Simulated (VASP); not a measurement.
Runs of VASP 6.6.1 on TiB2. The structure is that of space group P6/mmm (No. 191), or close to it. The cells are those of the table. 

```csv
task,level,potentials or basis,cell,k mesh,cutoff (eV),k mesh for the DOS,occupations for the DOS,grid for exact exchange (PRECFOCK),share of exact exchange,gap on the mesh (eV),pressure (GPa)
single point,LDA,"VASP PAW LDA potentials, release 64 (Ti_sv, B)","a = 3.089, b = 3.089, c = 3.292 Å, angles 90.0, 90.0, 120.0°, 3 atoms",10 × 10 × 8,520,-,-,-,-,none,(b)
relaxation of cell and atoms,PBEsol,"VASP PAW PBE potentials, release 64 (Ti_sv, B)","relaxed to 30 GPa from a = 3.029, b = 3.029, c = 3.228 Å, angles 90.0, 90.0, 120.0°, 3 atoms",10 × 10 × 8,600,-,-,-,-,none,30.0
single point,LDA,"VASP PAW LDA potentials, release 64 (Ti_sv, B)","a = 3.069, b = 3.069, c = 3.271 Å, angles 90.0, 90.0, 120.0°, 3 atoms",10 × 10 × 8,520,-,-,-,-,none,-19.3
single point,PBE,"VASP PAW PBE potentials, release 64 (Ti_sv, B)","a = 2.988, b = 2.988, c = 3.185 Å, angles 90.0, 90.0, 120.0°, 3 atoms",10 × 10 × 8,520,-,-,-,-,none,11.9
single point,BLYP,"VASP PAW PBE potentials, release 64 (Ti_sv, B)","a = 3.029, b = 3.029, c = 3.228 Å, angles 90.0, 90.0, 120.0°, 3 atoms",10 × 10 × 8,520,-,-,-,-,none,(a)
single point,PBEsol,"VASP PAW PBE potentials, release 64 (Ti_sv, B)","a = 2.988, b = 2.988, c = 3.185 Å, angles 90.0, 90.0, 120.0°, 3 atoms",10 × 10 × 8,520,-,-,-,-,none,6.3
single point,LDA,"VASP PAW LDA potentials, release 64 (Ti_sv, B)","a = 3.029, b = 3.029, c = 3.228 Å, angles 90.0, 90.0, 120.0°, 3 atoms",10 × 10 × 8,520,-,-,-,-,none,-10.7
single point,PBE,"VASP PAW PBE potentials, release 64 (Ti_sv, B)","a = 3.009, b = 3.009, c = 3.207 Å, angles 90.0, 90.0, 120.0°, 3 atoms",10 × 10 × 8,520,-,-,-,-,none,5.9
single point,r2SCAN,"VASP PAW PBE potentials, release 64 (Ti_sv, B)","a = 3.089, b = 3.089, c = 3.292 Å, angles 90.0, 90.0, 120.0°, 3 atoms",10 × 10 × 8,520,-,-,-,-,none,(c)
single point,PBE-based global hybrid,"VASP PAW PBE potentials, release 64 (Ti_sv, B)","a = 3.029, b = 3.029, c = 3.228 Å, angles 90.0, 90.0, 120.0°, 3 atoms",6 × 6 × 5,520,-,-,Normal,0.1,none,-1.7
relaxation of cell and atoms,BLYP+D3(BJ),"VASP PAW PBE potentials, release 64 (Ti_sv, B)","relaxed from a = 3.029, b = 3.029, c = 3.228 Å, angles 90.0, 90.0, 120.0°, 3 atoms",10 × 10 × 8,600,-,-,-,-,none,0.0
```

Alike in all rows: no spin polarisation; smearing fermi-dirac 0.05 eV.

Task: Estimate the missing entries.

Result: (a) 6.9; (b) -23.0; (c) -13.9.

Caveats: some runs use coarse meshes; the PAW data sets were made with another functional, which shifts forces and pressure a little (some runs); the cell is relaxed towards a set pressure, so the enthalpy falls and the energy may rise (some runs); pairwise dispersion overbinds metals, which lowers pressure and volume (some runs).

A gap of «none» marks levels without a gap at the run's occupations.
